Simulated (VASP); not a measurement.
Wanted: the native input for a VASP 6.6.1 run.

- Task: single point
- Functional: PBE
- Potentials or basis: VASP PAW PBE potentials, release 64 (Mg_sv, O)
- Cutoff: 840 eV
- k mesh: 10 × 10 × 10
- Occupations: gaussian, width 0.02 eV
- Spin: no spin polarisation
- Dipole correction: no
- Further INCAR settings: ALGO = Normal; EDIFF = 1e-06; NBANDS = 15

The structure of MgO lies in POSCAR:

```
MgO
1.0
    0.0000000000      2.1269094259      2.1269094259
    2.1269094259      0.0000000000      2.1269094259
    2.1269094259      2.1269094259      0.0000000000
Mg O
1 1
Direct
    0.0000000000      0.0000000000      0.0000000000
    0.5000000000      0.5000000000      0.5000000000
```

These files were run (other wordings do the same):

INCAR

```
SYSTEM = MgO
PREC = Accurate
ENCUT = 840
EDIFF = 1E-6
ISMEAR = 0
SIGMA = 0.02
LREAL = .FALSE.
LASPH = .TRUE.
NELM = 120
ALGO = Normal
ISIF = 2
LWAVE = .FALSE.
LCHARG = .FALSE.
GGA = PE
NBANDS = 15
GGA_COMPAT = .FALSE.
```

KPOINTS

```
Automatic mesh
0
G
  10 10 10
  0 0 0
```

Potentials or basis: VASP PAW PBE potentials, release 64 (Mg_sv, O).

Run with:

```sh
$ cat potpaw_PBE.64/Mg_sv/POTCAR potpaw_PBE.64/O/POTCAR > POTCAR
$ mpirun -np 1 vasp_std > vasp.out
```

Results of the run:

```
Pressure               : 0.0 GPa
Band gap on the k mesh : 4.46 eV
```

Wall time 33 s on 1 thread of AMD EPYC 7R43 64-Core Processor (Zen 3) (shared host), peak memory 0.13 GiB.
